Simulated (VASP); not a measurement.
# Sc (Fm-3m) in VASP: notebook

Sc is run at these levels: PBE; tasks: single point.

Everything below comes from runs of VASP 6.6.1. Logs are shortened: lines on timing, memory, paths and dates and some standing lists are left out, and cuts for length are marked.

## (1) The cell of the first run

It takes space group Fm-3m (No. 225, cubic). The conventional cell has a = 4.429 Å, b = 4.429 Å, c = 4.429 Å, α = 90.00°, β = 90.00°, γ = 90.00°. Within 4.1 Å of Sc (site symmetry m-3m) lie 12 Sc at 3.13 Å.

This isn't the form of Sc at room conditions, which is hcp.

## (2) Single point, PBE, collinear spin (21.71 Å³/atom)

INCAR

```
  ALGO = Normal
  EDIFF = 1E-6
  ENCUT = 520
  GGA = PE
  ISIF = 2
  ISMEAR = -1
  ISPIN = 2
  LASPH = T
  LCHARG = F
  LMAXMIX = 4
  LORBIT = 11
  LREAL = F
  LWAVE = F
  MAGMOM = 1
  NBANDS = 16
  NELM = 150
  PREC = Accurate
  SIGMA = 0.05
```

KPOINTS

```
k-points
0
Gamma
  13 13 13
```

POSCAR

```
Sc
1.0
    0.0000000000      2.2142741306      2.2142741306
    2.2142741306      0.0000000000      2.2142741306
    2.2142741306      2.2142741306      0.0000000000
Sc
1
Direct
    0.0000000000      0.0000000000      0.0000000000
```

Potentials or basis: VASP PAW PBE potentials, release 64 (Sc_sv).

The run is started by

```sh
$ cat potpaw_PBE.64/Sc_sv/POTCAR > POTCAR
$ mpirun -np 1 vasp_std > vasp.out
```

OUTCAR:

```text
EDIFF = 1E-6
   ENCUT = 520
   GGA = PE
   ISIF = 2
   ISMEAR = -1
   ISPIN = 2
   LASPH = T
   LORBIT = 11
   LREAL = F
   NELM = 150
   PREC = Accurate

 ion  position               nearest neighbor table
   1  0.000  0.000  0.000-

  LATTYP: Found a face centered cubic cell.
 ALAT       =     4.4285482612

  Lattice vectors:

 A1 = (   0.0000000000,   2.2142741306,   2.2142741306)
 A2 = (   2.2142741306,   0.0000000000,   2.2142741306)
 A3 = (   2.2142741306,   2.2142741306,   0.0000000000)

Analysis of symmetry for initial positions (statically):
=====================================================================
 Subroutine PRICEL returns:
 Original cell was already a primitive cell.

 Routine SETGRP: Setting up the symmetry group for a
 face centered cubic supercell.

 Subroutine GETGRP returns: Found 48 space group operations
 (whereof 48 operations were pure point group operations)
 out of a pool of 48 trial point group operations.

The static configuration has the point symmetry O_h .

Analysis of symmetry for dynamics (positions and initial velocities):
=====================================================================
 Subroutine PRICEL returns:
 Original cell was already a primitive cell.

 Routine SETGRP: Setting up the symmetry group for a
 face centered cubic supercell.

 Subroutine GETGRP returns: Found 48 space group operations
 (whereof 48 operations were pure point group operations)
 out of a pool of 48 trial point group operations.

The dynamic configuration has the point symmetry O_h .

Analysis of structural, dynamic, and magnetic symmetry:
=====================================================================
 Subroutine PRICEL returns:
 Original cell was already a primitive cell.

 Routine SETGRP: Setting up the symmetry group for a
 face centered cubic supercell.

 Subroutine GETGRP returns: Found 48 space group operations
 (whereof 48 operations were pure point group operations)
 out of a pool of 48 trial point group operations.

The overall configuration has the point symmetry O_h .

 Subroutine INISYM returns: Found 48 space group operations
 (whereof 48 operations are pure point group operations),
 and found     1 'primitive' translations

----------------------------------------------------------------------------------------

                                     Primitive cell

  volume of cell :      21.7132

  direct lattice vectors                    reciprocal lattice vectors
     0.000000000  2.214274131  2.214274131    -0.225807633  0.225807633  0.225807633
     2.214274131  0.000000000  2.214274131     0.225807633 -0.225807633  0.225807633
     2.214274131  2.214274131  0.000000000     0.225807633  0.225807633 -0.225807633

  length of vectors
     3.131456506  3.131456506  3.131456506     0.391110293  0.391110293  0.391110293

  position of ions in fractional coordinates (direct lattice)
     0.000000000  0.000000000  0.000000000

  ion indices of the primitive-cell ions
   primitive index   ion index
                 1           1

----------------------------------------------------------------------------------------

 KPOINTS: k-points

Automatic generation of k-mesh.
 Grid dimensions read from file:
 generate k-points for:   13   13   13

 Generating k-lattice:

  Cartesian coordinates                     Fractional coordinates (reciprocal lattice)
    -0.017369818  0.017369818  0.017369818     0.076923077  0.000000000  0.000000000
     0.017369818 -0.017369818  0.017369818     0.000000000  0.076923077  0.000000000
     0.017369818  0.017369818 -0.017369818     0.000000000  0.000000000  0.076923077

  Length of vectors
     0.030085407  0.030085407  0.030085407

  Shift w.r.t. Gamma in fractional coordinates (k-lattice)
     0.000000000  0.000000000  0.000000000

 Subroutine IBZKPT returns following result:
 ===========================================

 Found     84 irreducible k-points:

 Following reciprocal coordinates:
            Coordinates               Weight
  0.000000  0.000000  0.000000      1.000000
  0.076923  0.000000  0.000000      8.000000
  0.153846  0.000000  0.000000      8.000000
  0.230769  0.000000  0.000000      8.000000
  0.307692  0.000000  0.000000      8.000000
  0.384615  0.000000  0.000000      8.000000
[... 16 lines left out ...]
  0.384615  0.153846  0.000000     24.000000
  0.461538  0.153846  0.000000     24.000000
 [... further k-points ...]
   k-points           NKPTS =     84   k-points in BZ     NKDIM =     84   number of bands    NBANDS=     16
   number of dos      NEDOS =    301   number of ions     NIONS =      1
   total plane-waves  NPLWV =  13824
   dimension x,y,z NGX =    24 NGY =   24 NGZ =   24
   dimension x,y,z NGXF=    48 NGYF=   48 NGZF=   48
   ions per type =               1
   NGX,Y,Z   is equivalent  to a cutoff of  12.74, 12.74, 12.74 a.u.
   NGXF,Y,Z  is equivalent  to a cutoff of  25.48, 25.48, 25.48 a.u.
 SYSTEM =  unknown system
   PREC   = accura    normal or accurate (medium, high low for compatibility)
   ISTART =      0    job   : 0-new  1-cont  2-samecut
   ICHARG =      2    charge: 1-file 2-atom 10-const
   ISPIN  =      2    spin polarized calculation?
   LNONCOLLINEAR =      F non collinear calculations
   LSORBIT =      F    spin-orbit coupling
   LASPH  =      T    aspherical Exc in radial PAW
   ENCUT  =  520.0 eV  38.22 Ry    6.18 a.u.   5.82  5.82  5.82*2*pi/ulx,y,z
   NELM   =    150;   NELMIN=  2; NELMDL= -5     # of ELM steps
   EDIFF  = 0.1E-05   stopping-criterion for ELM
   LREAL  =      F    real-space projection
   EDIFFG = 0.1E-04   stopping-criterion for IOM
   NSW    =      0    number of steps for IOM
   IBRION =     -1    ionic relax: 0-MD 1-quasi-New 2-CG
   NFREE  =      0    steps in history (QN), initial steepest desc. (CG)
   ISIF   =      2    stress and relaxation
   ISYM   =      2    0-nonsym 1-usesym 2-fastsym
   POTIM  = 0.5000    time-step for ionic-motion
   TEBEG  =    0.0;   TEEND  =   0.0 temperature during run
   PSTRESS=    0.0 pullay stress
   NELECT =      11.0000    total number of electrons
   NUPDOWN=      -1.0000    fix difference up-down
   EMIN   =  10.00;   EMAX   =-10.00  energy-range for DOS
   EFERMI =   0.00;   METHOD = LEGACY
   ISMEAR =    -1;   SIGMA  =   0.05  broadening in eV -4-tet -1-fermi 0-gaus
   EFERMI_NEDOS =   21; number of points for ismear=-14 and -15
   IALGO  =     38    algorithm
   IMIX   =      4    mixing-type and parameters
     AMIX     =   0.40;   BMIX     =  1.00
     AMIX_MAG =   1.60;   BMIX_MAG =  1.00
  volume/ion in A,a.u.               =      21.71       146.53
  Fermi-wavevector in a.u.,A,eV,Ry     =   1.305062  2.466209 23.173249  1.703186
  Thomas-Fermi vector in A             =   2.435956
   LORBIT       =     11    0 simple, 1 ext, 2 COOP (PROOUT), +10 PAW based schemes
   GGA     = PE    functional components
   LHFCALC =     F    Hartree Fock is set to
   AEXX    =    0.0000 exact exchange contribution
   IVDW    =     0    specifies the selected vdW correction
   LEPSILON=     F    determine dielectric tensor
   LRPA    =     F    only Hartree local field effects (RPA)
 spin polarized calculation
  energy-cutoff  :      520.00
  volume of cell :       21.71
 maximum number of plane-waves:       594
   NGX = 11   NGY = 11   NGZ = 11

 number of electron      11.0000002 magnetization      -0.0085812

 number of electron      11.0000002 magnetization       0.0020413

 Free energy of the ion-electron system (eV)
  ---------------------------------------------------
  ext. energy  EPLUGINS =         0.00000000
  ---------------------------------------------------
  free energy    TOTEN  =        -6.14044560 eV

  energy without entropy =       -6.12802293  energy(sigma->0) =       -6.13423426

 E-fermi :   4.5304     XC(G=0): -10.3930

 val. band max:        4.5092669477   @ k =  -0.4615   0.3077   0.1538
 cond. band min:       4.5305624734   @ k =  -0.4615   0.1538   0.0000
 fundamental gap:      0.0212955257
 Fermi energy:         4.5304145660

 spin component 1

 k-point     1 :       0.0000    0.0000    0.0000
  band No.  band energies     occupation
      1     -44.5785      1.00000
      2     -22.9049      1.00000
      3     -22.9049      1.00000
      4     -22.9049      1.00000
      5      -0.8876      1.00000
      6       6.2771      0.00000
[... 8 lines left out ...]
     15      24.6033      0.00000
     16      26.3754      0.00000

 k-point     2 :       0.0769    0.0000    0.0000
  band No.  band energies     occupation
      1     -44.5728      1.00000
      2     -22.9410      1.00000
      3     -22.9094      1.00000
      4     -22.9094      1.00000
      5      -0.7189      1.00000
      6       6.1457      0.00000
[... 8 lines left out ...]
     15      25.1958      0.00000
     16      26.2883      0.00000

 k-point     3 :       0.1538    0.0000    0.0000
  band No.  band energies     occupation
      1     -44.5567      1.00000
      2     -23.0400      1.00000
      3     -22.9217      1.00000
      4     -22.9217      1.00000
      5      -0.2336      1.00000
      6       5.8124      0.00000
[... 8 lines left out ...]
     15      24.6375      0.00000
     16      25.8867      0.00000

 k-point     4 :       0.2308    0.0000    0.0000
  band No.  band energies     occupation
      1     -44.5340      1.00000
      2     -23.1772      1.00000
      3     -22.9390      1.00000
      4     -22.9390      1.00000
      5       0.5025      1.00000
      6       5.4132      0.00000
[... 8 lines left out ...]
     15      24.4458      0.00000
     16      25.0725      0.00000
[... 324 lines left out ...]
 k-point    22 :       0.3077    0.1538    0.0000
  band No.  band energies     occupation
      1     -44.5110      1.00000
      2     -23.2411      1.00000
      3     -22.9936      1.00000
      4     -22.9910      1.00000
      5       1.2648      1.00000
      6       4.9502      0.00023
[... 8 lines left out ...]
     15      25.1666      0.00000
     16      26.1924      0.00000

 k-point    23 :       0.3846    0.1538    0.0000
  band No.  band energies     occupation
      1     -44.4900      1.00000
      2     -23.3519      1.00000
      3     -23.0193      1.00000
      4     -23.0079      1.00000
      5       2.0897      1.00000
      6       4.7120      0.02580
[... 8 lines left out ...]
     15      25.9484      0.00000
     16      26.3433      0.00000

 k-point    24 :       0.4615    0.1538    0.0000
  band No.  band energies     occupation
      1     -44.4743      1.00000
      2     -23.4316      1.00000
      3     -23.0482      1.00000
      4     -23.0128      1.00000
      5       2.7865      1.00000
      6       4.5607      0.35284
[... 8 lines left out ...]
     15      25.8422      0.00000
     16      26.0108      0.00000

 [... further k-points ...]

 spin component 2

 k-point     1 :       0.0000    0.0000    0.0000
  band No.  band energies     occupation
      1     -44.5776      1.00000
      2     -22.9040      1.00000
      3     -22.9040      1.00000
      4     -22.9040      1.00000
      5      -0.8857      1.00000
      6       6.2784      0.00000
[... 8 lines left out ...]
     15      24.6049      0.00000
     16      26.3773      0.00000

 k-point     2 :       0.0769    0.0000    0.0000
  band No.  band energies     occupation
      1     -44.5718      1.00000
      2     -22.9401      1.00000
      3     -22.9085      1.00000
      4     -22.9085      1.00000
      5      -0.7170      1.00000
      6       6.1470      0.00000
[... 8 lines left out ...]
     15      25.1975      0.00000
     16      26.2902      0.00000

 k-point     3 :       0.1538    0.0000    0.0000
  band No.  band energies     occupation
      1     -44.5558      1.00000
      2     -23.0391      1.00000
      3     -22.9208      1.00000
      4     -22.9208      1.00000
      5      -0.2317      1.00000
      6       5.8139      0.00000
[... 8 lines left out ...]
     15      24.6395      0.00000
     16      25.8886      0.00000

 k-point     4 :       0.2308    0.0000    0.0000
  band No.  band energies     occupation
      1     -44.5331      1.00000
      2     -23.1763      1.00000
      3     -22.9381      1.00000
      4     -22.9381      1.00000
      5       0.5044      1.00000
      6       5.4147      0.00000
[... 8 lines left out ...]
     15      24.4480      0.00000
     16      25.0743      0.00000
[... 324 lines left out ...]
 k-point    22 :       0.3077    0.1538    0.0000
  band No.  band energies     occupation
      1     -44.5101      1.00000
      2     -23.2402      1.00000
      3     -22.9927      1.00000
      4     -22.9900      1.00000
      5       1.2666      1.00000
      6       4.9518      0.00022
[... 8 lines left out ...]
     15      25.1680      0.00000
     16      26.1942      0.00000

 k-point    23 :       0.3846    0.1538    0.0000
  band No.  band energies     occupation
      1     -44.4891      1.00000
      2     -23.3510      1.00000
      3     -23.0184      1.00000
      4     -23.0070      1.00000
      5       2.0916      1.00000
      6       4.7136      0.02499
[... 8 lines left out ...]
     15      25.9500      0.00000
     16      26.3451      0.00000

 k-point    24 :       0.4615    0.1538    0.0000
  band No.  band energies     occupation
      1     -44.4734      1.00000
      2     -23.4307      1.00000
      3     -23.0473      1.00000
      4     -23.0119      1.00000
      5       2.7883      1.00000
      6       4.5623      0.34571
[... 8 lines left out ...]
     15      25.8439      0.00000
     16      26.0126      0.00000

 [... further k-points ...]

------------------------ aborting loop because EDIFF is reached ----------------------------------------

  FORCE on cell =-STRESS in cart. coord.  units (eV):
  Direction    XX          YY          ZZ          XY          YZ          ZX
  --------------------------------------------------------------------------------------
  -------------------------------------------------------------------------------------
  Total        1.0811081      1.0811081      1.0811081     -0.0000000      0.0000000     -0.0000000
  in kB       79.7729303     79.7729303     79.7729303     -0.0000000      0.0000000     -0.0000000
  external PRESSURE =      79.7729303 kB  Pullay stress =       0.0000000 kB

 VOLUME and BASIS-vectors are now :
 -----------------------------------------------------------------------------
  energy-cutoff  :      520.00
  volume of cell :       21.71
      direct lattice vectors                 reciprocal lattice vectors
     0.000000000  2.214274131  2.214274131    -0.225807633  0.225807633  0.225807633
     2.214274131  0.000000000  2.214274131     0.225807633 -0.225807633  0.225807633
     2.214274131  2.214274131  0.000000000     0.225807633  0.225807633 -0.225807633

 POSITION                                       TOTAL-FORCE (eV/Angst)
 -----------------------------------------------------------------------------------
      0.00000      0.00000      0.00000        -0.000000      0.000000      0.000000
 -----------------------------------------------------------------------------------
    total drift:                                0.000000      0.000000     -0.000000

  FREE ENERGIE OF THE ION-ELECTRON SYSTEM (eV)
  ---------------------------------------------------
  free  energy   TOTEN  =        -6.1404455965 eV

  energy  without entropy=       -6.1280229264  energy(sigma->0) =       -6.13423426

 total charge

# of ion       s       p       d       tot
------------------------------------------
    1        2.302   6.111   1.118   9.531

 magnetization (x)

# of ion       s       p       d       tot
------------------------------------------
    1        0.000   0.000   0.001   0.001
```

It took 22 s on 1 thread of Intel Xeon Platinum 8488C (Sapphire Rapids), shared host; peak memory 0.17 GiB.

Results:

| Item | Value |
| --- | --- |
| Free energy | -6.1404 eV |
| Pressure | 8.0 GPa |
| Net moment | 0.00 μB per cell |
| Valence electrons inside the program's atomic spheres | Sc 9.53 |

Levels at points of the mesh, in eV from the Fermi level:
Spin up:
```tsv
k point	band 2	band 3	band 4	band 5	band 6	band 7	band 8	band 9
(0.00, 0.00, 0.00)	-27.44	-27.44	-27.44	-5.42	1.75	1.75	1.75	3.38
```
Spin down:
```
           k point  band 3  band 4  band 5  band 6  band 7  band 8
(0.00, 0.00, 0.00)  -27.43  -27.43   -5.42    1.75    1.75    1.75
```

Caveat: the cell stands under pressure.

## (3) Single point, PBE, collinear spin (22.70 Å³/atom)

This run uses another cell than the first one, of 22.70 Å³/atom.

INCAR

```
SYSTEM = Sc
PREC     = Accurate       ! precision mode
ENCUT    = 520            ! plane-wave cutoff, eV
EDIFF    = 1E-6           ! SCF threshold, eV
ISMEAR   = -1             ! smearing method
SIGMA    = 0.05           ! smearing width, eV
LREAL    = .FALSE.        ! projectors in reciprocal space
LASPH    = .TRUE.         ! aspherical terms in the spheres
NELM     = 150            ! most SCF steps
ALGO     = Normal         ! electronic algorithm
ISIF     = 2              ! what is computed and relaxed
LWAVE    = .FALSE.        ! write WAVECAR
LCHARG   = .FALSE.        ! write CHGCAR
ISPIN    = 2              ! spin polarisation
MAGMOM   = 1              ! initial moments
LORBIT   = 11             ! projections on sites
LMAXMIX  = 4              ! l up to which the mixer works
GGA      = PE             ! functional
NBANDS   = 16             ! bands
```

KPOINTS

```
regular mesh
0
G
  13 13 13
  0 0 0
```

POSCAR

```
Sc
1.0
    0.0000000000      2.2473278713      2.2473278713
    2.2473278713      0.0000000000      2.2473278713
    2.2473278713      2.2473278713      0.0000000000
Sc
1
Direct
    0.0000000000      0.0000000000      0.0000000000
```

Potentials or basis: VASP PAW PBE potentials, release 64 (Sc_sv).

The run is started by

```sh
$ cat potpaw_PBE.64/Sc_sv/POTCAR > POTCAR
$ mpirun -np 1 vasp_std > vasp.out
```

Wall time 23 s (1 thread of Intel Xeon Platinum 8488C (Sapphire Rapids), shared host); peak memory 0.17 GiB.

It converged, with:

- Free energy: -6.1801 eV
- Pressure: 4.9 GPa
- Net moment: 0.00 μB per cell
- Valence electrons inside the program's atomic spheres: Sc 9.48

Levels at points of the mesh, in eV from the Fermi level:
Spin up:
| k point | band 3 | band 4 | band 5 | band 6 | band 7 | band 8 |
| --- | --- | --- | --- | --- | --- | --- |
| (0.00, 0.00, 0.00) | -27.58 | -27.58 | -5.34 | 1.69 | 1.69 | 1.69 |
Spin down:
```tsv
k point	band 2	band 3	band 4	band 5	band 6	band 7	band 8	band 9
(0.00, 0.00, 0.00)	-27.58	-27.58	-27.58	-5.34	1.69	1.69	1.69	3.23
```

Caveat: the cell stands under pressure.
